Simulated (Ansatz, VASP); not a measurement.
**BN: VASP beside Ansatz**

```
B N
1.0
     1.25306    0.64108    3.27680
    -1.25306    0.64108    3.27680
     0.00000   -1.52928    3.33106
B N
1 1
Direct
  0.99970 0.99970 0.99970
  0.33274 0.33274 0.33274
```

Change from the starting cell: strain -0.0500 x Voigt [0, 0, 0, 1, 0, 0], atoms carried along.

Alike in both runs: task single point; functional PBE; dispersion D3(BJ); k mesh 12 × 12 × 12; occupations gaussian, width 0.05 eV; no spin polarisation.

|  | VASP | Ansatz |
| --- | --- | --- |
| version | VASP 6.6.1 | Ansatz 0.2.0 |
| potentials or method | VASP PAW PBE potentials, release 64 (B, N), cutoff 520 eV | scalar-relativistic, plane waves, PAW |
| valence electrons in the cell | 8 | 8 |

|  | VASP | Ansatz | Ansatz less VASP |
| --- | --- | --- | --- |
| gap on the k mesh at the Fermi level (eV) | 3.98 | 3.98 | +0.007 |
| least direct gap on the mesh (eV) | 4.62 | 4.63 | +0.003 |
| pressure (GPa) | 0.0 | -0.1 | -0.09 |
| traceless stress, the component that is largest in VASP (GPa) | 0.30 | 0.20 | -0.105 |
